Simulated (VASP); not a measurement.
# AlN (rock salt) (Fm-3m) in VASP: notebook, part 2 of 2

VASP 6.6.1.

### 4 Single point, LDA (volume scaled by 0.89)

INCAR reads:

```
PREC = Accurate ; ENCUT = 600
EDIFF = 1E-6 ; ISMEAR = 0
SIGMA = 0.01 ; LREAL = False
LASPH = True ; NELM = 120
ALGO = Normal ; ISIF = 2
LWAVE = False ; LCHARG = False
GGA = CA ; NBANDS = 11
GGA_COMPAT = False
```

KPOINTS reads:

```
Automatic mesh
0
Gamma
  10 10 10
```

POSCAR reads:

```
AlN
1.0
    0.0000000000      1.9454430971      1.9454430971
    1.9454430971      0.0000000000      1.9454430971
    1.9454430971      1.9454430971      0.0000000000
Al N
1 1
Direct
    0.0000000000      0.0000000000      0.0000000000
    0.5000000000      0.5000000000      0.5000000000
```

Potentials or basis: VASP PAW LDA potentials, release 64 (Al, N).

Launch:

```sh
cat potpaw_LDA.64/Al/POTCAR potpaw_LDA.64/N/POTCAR > POTCAR
mpirun -np 1 vasp_std > vasp.out
```

OUTCAR:

```text
PREC = Accurate
   ENCUT = 600
   EDIFF = 1E-6
   ISMEAR = 0
   LREAL = False
   LASPH = True
   NELM = 120
   ISIF = 2
   GGA = CA

 ion  position               nearest neighbor table
   1  0.000  0.000  0.000-   2 1.95   2 1.95   2 1.95   2 1.95   2 1.95   2 1.95
   2  0.500  0.500  0.500-   1 1.95   1 1.95   1 1.95   1 1.95   1 1.95   1 1.95

  LATTYP: Found a face centered cubic cell.
 ALAT       =     3.8908861942

  Lattice vectors:

 A1 = (   0.0000000000,   1.9454430971,   1.9454430971)
 A2 = (   1.9454430971,   0.0000000000,   1.9454430971)
 A3 = (   1.9454430971,   1.9454430971,   0.0000000000)

Analysis of symmetry for initial positions (statically):
=====================================================================
 Subroutine PRICEL returns:
 Original cell was already a primitive cell.

 Routine SETGRP: Setting up the symmetry group for a
 face centered cubic supercell.

 Subroutine GETGRP returns: Found 48 space group operations
 (whereof 48 operations were pure point group operations)
 out of a pool of 48 trial point group operations.

The static configuration has the point symmetry O_h .

Analysis of symmetry for dynamics (positions and initial velocities):
=====================================================================
 Subroutine PRICEL returns:
 Original cell was already a primitive cell.

 Routine SETGRP: Setting up the symmetry group for a
 face centered cubic supercell.

 Subroutine GETGRP returns: Found 48 space group operations
 (whereof 48 operations were pure point group operations)
 out of a pool of 48 trial point group operations.

The dynamic configuration has the point symmetry O_h .

 Subroutine INISYM returns: Found 48 space group operations
 (whereof 48 operations are pure point group operations),
 and found     1 'primitive' translations

----------------------------------------------------------------------------------------

                                     Primitive cell

  volume of cell :      14.7260

  direct lattice vectors                    reciprocal lattice vectors
     0.000000000  1.945443097  1.945443097    -0.257010858  0.257010858  0.257010858
[... 119 lines left out ...]
  energy-cutoff  :      600.00
  volume of cell :       14.73
 maximum number of plane-waves:       531
 NGX is ok and might be reduce to    24
   NGX = 11   NGY = 11   NGZ = 11

 number of electron       8.0000000 magnetization

 Free energy of the ion-electron system (eV)
  ---------------------------------------------------
  ext. energy  EPLUGINS =         0.00000000
  ---------------------------------------------------
  free energy    TOTEN  =       -16.10012343 eV

  energy without entropy =      -16.10012343  energy(sigma->0) =      -16.10012343

 E-fermi :  11.3362     XC(G=0): -13.1235

 val. band max:       11.2856692762   @ k =   0.0000   0.0000   0.0000
 cond. band min:      16.2448879166   @ k =   0.5000   0.5000   0.0000
 fundamental gap:      4.9592186404
 Fermi energy:        11.3362156042

 k-point     1 :       0.0000    0.0000    0.0000
  band No.  band energies     occupation
      1      -7.2207      2.00000
      2      11.2857      2.00000
      3      11.2857      2.00000
      4      11.2857      2.00000
      5      18.8252      0.00000
      6      23.6567      0.00000
      7      23.6567      0.00000
      8      23.6567      0.00000
      9      29.2076      0.00000
     10      29.7680      0.00000
     11      29.7680      0.00000
[... 309 lines left out ...]
 k-point    24 :       0.4000    0.3000    0.0000
  band No.  band energies     occupation
      1      -3.7639      2.00000
      2       4.9763      2.00000
      3       8.1356      2.00000
      4       8.7200      2.00000
      5      17.6558      0.00000
      6      18.8940      0.00000
      7      24.7594      0.00000
      8      28.1416      0.00000
      9      29.0508      0.00000
     10      34.2222      0.00000
     11      37.5274      0.00000

 [... further k-points ...]

------------------------ aborting loop because EDIFF is reached ----------------------------------------

  FORCE on cell =-STRESS in cart. coord.  units (eV):
  Direction    XX          YY          ZZ          XY          YZ          ZX
  --------------------------------------------------------------------------------------
  -------------------------------------------------------------------------------------
  Total        2.8574215      2.8574215      2.8574215     -0.0000000      0.0000000      0.0000000
  in kB      310.8846639    310.8846639    310.8846639     -0.0000000      0.0000000      0.0000000
  external PRESSURE =     310.8846639 kB  Pullay stress =       0.0000000 kB

 VOLUME and BASIS-vectors are now :
 -----------------------------------------------------------------------------
  energy-cutoff  :      600.00
  volume of cell :       14.73
      direct lattice vectors                 reciprocal lattice vectors
     0.000000000  1.945443097  1.945443097    -0.257010858  0.257010858  0.257010858
     1.945443097  0.000000000  1.945443097     0.257010858 -0.257010858  0.257010858
     1.945443097  1.945443097  0.000000000     0.257010858  0.257010858 -0.257010858

 POSITION                                       TOTAL-FORCE (eV/Angst)
 -----------------------------------------------------------------------------------
      0.00000      0.00000      0.00000         0.000000      0.000000     -0.000000
      1.94544      1.94544      1.94544        -0.000000     -0.000000      0.000000
 -----------------------------------------------------------------------------------
    total drift:                               -0.000000     -0.000000      0.000000

  FREE ENERGIE OF THE ION-ELECTRON SYSTEM (eV)
  ---------------------------------------------------
  free  energy   TOTEN  =       -16.1001234287 eV

  energy  without entropy=      -16.1001234287  energy(sigma->0) =      -16.10012343
```

Run time: 4 s. Hardware: 1 thread of Intel Xeon 6975P-C (Granite Rapids), shared host; peak memory 0.12 GiB.

What came out:

```yaml
Free_energy: -16.1001 eV
Pressure: 31.1 GPa
Band_gap_on_the_k_mesh: 4.96 eV, indirect (least direct gap 7.54 eV)
```

 A k mesh can miss the band edges.

### 5 Single point, LDA (volume scaled by 1.01)

INCAR reads:

```
ALGO = Normal
EDIFF = 1E-6
ENCUT = 600
GGA = CA
GGA_COMPAT = F
ISIF = 2
ISMEAR = 0
LASPH = T
LCHARG = F
LREAL = F
LWAVE = F
NBANDS = 11
NELM = 120
PREC = Accurate
SIGMA = 0.01
```

KPOINTS reads:

```
k-points
0
Gamma
  10 10 10
```

POSCAR reads:

```
AlN
1.0
    0.0000000000      2.0292193185      2.0292193185
    2.0292193185      0.0000000000      2.0292193185
    2.0292193185      2.0292193185      0.0000000000
Al N
1 1
Direct
    0.0000000000      0.0000000000      0.0000000000
    0.5000000000      0.5000000000      0.5000000000
```

Launch:

```sh
cat potpaw_LDA.64/Al/POTCAR potpaw_LDA.64/N/POTCAR > POTCAR
mpirun -np 1 vasp_std > vasp.out
```

Wall time 3.4 s (1 thread of Intel Xeon 6975P-C (Granite Rapids), shared host); peak memory 0.12 GiB.

Results (log left out):

- Free energy: -16.2169 eV
- Pressure: -8.7 GPa
- Band gap on the k mesh: 4.35 eV, indirect (least direct gap 5.61 eV)

Levels at points of the mesh, in eV from the valence-band top:
```tsv
k point	band 1	band 2	band 3	band 4	band 5	band 6	band 7	band 8	band 9
(0.00, 0.00, 0.00)	-17.31	0.00	0.00	0.00	5.61	11.99	11.99	11.99	17.18
(0.50, 0.00, 0.00)	-14.01	-8.28	-1.06	-1.06	6.06	10.71	10.71	12.95	15.76
(0.50, 0.50, 0.00)	-13.02	-7.34	-2.78	-2.78	4.35	5.22	13.76	16.81	16.81
```

 A k mesh can miss the band edges.

### 6 Single point, LDA (volume scaled by 0.98)

INCAR reads:

```
PREC     = Accurate       # precision mode
ENCUT    = 600            # plane-wave cutoff, eV
EDIFF    = 1E-6           # SCF threshold, eV
ISMEAR   = 0              # smearing method
SIGMA    = 0.01           # smearing width, eV
LREAL    = F              # projectors in reciprocal space
LASPH    = T              # aspherical terms in the spheres
NELM     = 120            # most SCF steps
ALGO     = Normal         # electronic algorithm
ISIF     = 2              # what is computed and relaxed
LWAVE    = F              # write WAVECAR
LCHARG   = F              # write CHGCAR
NBANDS   = 11             # bands
GGA_COMPAT= F
```

KPOINTS reads:

```
Automatic mesh
0
Gamma
  10 10 10
```

POSCAR reads:

```
AlN
1.0
    0.0000000000      2.0089257655      2.0089257655
    2.0089257655      0.0000000000      2.0089257655
    2.0089257655      2.0089257655      0.0000000000
Al N
1 1
Direct
    0.0000000000      0.0000000000      0.0000000000
    0.5000000000      0.5000000000      0.5000000000
```

Potentials or basis: VASP PAW LDA potentials, release 64 (Al, N).

Launch:

```sh
cat potpaw_LDA.64/Al/POTCAR potpaw_LDA.64/N/POTCAR > POTCAR
mpirun -np 1 vasp_std > vasp.out
```

OUTCAR:

```text
PREC = Accurate
   ENCUT = 600
   EDIFF = 1E-6
   ISMEAR = 0
   LREAL = F
   LASPH = T
   NELM = 120
   ISIF = 2

 ion  position               nearest neighbor table
   1  0.000  0.000  0.000-   2 2.01   2 2.01   2 2.01   2 2.01   2 2.01   2 2.01
   2  0.500  0.500  0.500-   1 2.01   1 2.01   1 2.01   1 2.01   1 2.01   1 2.01

  LATTYP: Found a face centered cubic cell.
 ALAT       =     4.0178515310

  Lattice vectors:

 A1 = (   0.0000000000,   2.0089257655,   2.0089257655)
[... 521 lines left out ...]

------------------------ aborting loop because EDIFF is reached ----------------------------------------

  FORCE on cell =-STRESS in cart. coord.  units (eV):
  Direction    XX          YY          ZZ          XY          YZ          ZX
  --------------------------------------------------------------------------------------
  -------------------------------------------------------------------------------------
  Total       -0.0915626     -0.0915626     -0.0915626     -0.0000000      0.0000000     -0.0000000
  in kB       -9.0470500     -9.0470500     -9.0470500     -0.0000000      0.0000000     -0.0000000
  external PRESSURE =      -9.0470500 kB  Pullay stress =       0.0000000 kB

 VOLUME and BASIS-vectors are now :
 -----------------------------------------------------------------------------
  energy-cutoff  :      600.00
  volume of cell :       16.22
      direct lattice vectors                 reciprocal lattice vectors
     0.000000000  2.008925765  2.008925765    -0.248889237  0.248889237  0.248889237
     2.008925765  0.000000000  2.008925765     0.248889237 -0.248889237  0.248889237
     2.008925765  2.008925765  0.000000000     0.248889237  0.248889237 -0.248889237

 POSITION                                       TOTAL-FORCE (eV/Angst)
 -----------------------------------------------------------------------------------
      0.00000      0.00000      0.00000         0.000000     -0.000000      0.000000
      2.00893      2.00893      2.00893        -0.000000      0.000000     -0.000000
 -----------------------------------------------------------------------------------
    total drift:                               -0.000000     -0.000000      0.000000

  FREE ENERGIE OF THE ION-ELECTRON SYSTEM (eV)
  ---------------------------------------------------
  free  energy   TOTEN  =       -16.2313222097 eV

  energy  without entropy=      -16.2313222097  energy(sigma->0) =      -16.23132221
```

Wall time 3.2 s (1 thread of Intel Xeon 6975P-C (Granite Rapids), shared host); peak memory 0.12 GiB.

What came out:

```
Free energy            : -16.2313 eV
Pressure               : -0.9 GPa
Band gap on the k mesh : 4.64 eV, indirect (least direct gap 6.05 eV)
```

Levels at points of the mesh, in eV from the valence-band top:
```
           k point  band 1  band 2  band 3  band 4  band 5  band 6  band 7  band 8  band 9
(0.00, 0.00, 0.00)  -17.58    0.00    0.00    0.00    6.05   12.08   12.08   12.08   17.36
(0.50, 0.00, 0.00)  -14.17   -8.47   -1.12   -1.12    6.25   10.96   10.96   13.40   16.08
(0.50, 0.50, 0.00)  -13.13   -7.54   -2.86   -2.86    4.64    5.16   14.12   17.28   17.28
```

 A k mesh can miss the band edges.

### 7 Single point, LDA (volume scaled by 0.95)

INCAR reads:

```
ALGO = Normal
EDIFF = 1E-6
ENCUT = 600
GGA_COMPAT = F
ISIF = 2
ISMEAR = 0
LASPH = T
LCHARG = F
LREAL = F
LWAVE = F
NBANDS = 11
NELM = 120
PREC = Accurate
SIGMA = 0.01
```

KPOINTS reads:

```
k-points
0
Gamma
  10 10 10
```

POSCAR reads:

```
AlN
1.0
    0.0000000000      1.9882137154      1.9882137154
    1.9882137154      0.0000000000      1.9882137154
    1.9882137154      1.9882137154      0.0000000000
Al N
1 1
Direct
    0.0000000000      0.0000000000      0.0000000000
    0.5000000000      0.5000000000      0.5000000000
```

Launch:

```sh
cat potpaw_LDA.64/Al/POTCAR potpaw_LDA.64/N/POTCAR > POTCAR
mpirun -np 1 vasp_std > vasp.out
```

Wall time 3.1 s (1 thread of Intel Xeon 6975P-C (Granite Rapids), shared host); peak memory 0.12 GiB.

The run converged. Its results:

```yaml
Free_energy: -16.2197 eV
Pressure: 8.2 GPa
Band_gap_on_the_k_mesh: 4.95 eV, indirect (least direct gap 6.51 eV)
```

Levels at points of the mesh, in eV from the valence-band top:
```
           k point  band 1  band 2  band 3  band 4  band 5  band 6  band 7  band 8  band 9
(0.00, 0.00, 0.00)  -17.87    0.00    0.00    0.00    6.51   12.18   12.18   12.18   17.54
(0.50, 0.00, 0.00)  -14.33   -8.67   -1.18   -1.18    6.45   11.21   11.21   13.87   16.43
(0.50, 0.50, 0.00)  -13.24   -7.76   -2.95   -2.95    4.95    5.10   14.51   17.78   17.78
```

 A k mesh can miss the band edges.

### 8 Summary

| cell | cutoff (eV) | gap on the mesh (eV) | pressure (GPa) |
| --- | --- | --- | --- |
| a = 2.898 Å, angles 60.0°, 2 atoms | 520 | 4.08 | -15.2 |
| a = 2.782 Å, angles 60.0°, 2 atoms | 600 | 5.03 | 18.7 |
| a = 2.751 Å, angles 60.0°, 2 atoms | 600 | 4.96 | 31.1 |
| a = 2.870 Å, angles 60.0°, 2 atoms | 600 | 4.35 | -8.7 |
| a = 2.841 Å, angles 60.0°, 2 atoms | 600 | 4.64 | -0.9 |
| a = 2.812 Å, angles 60.0°, 2 atoms | 600 | 4.95 | 8.2 |

Alike in all rows: task single point; level LDA; potentials or basis VASP PAW LDA potentials, release 64 (Al, N); no spin polarisation; k mesh 10 × 10 × 10; smearing gaussian 0.01 eV.

Absolute energies hang on the potentials; compare differences alone.
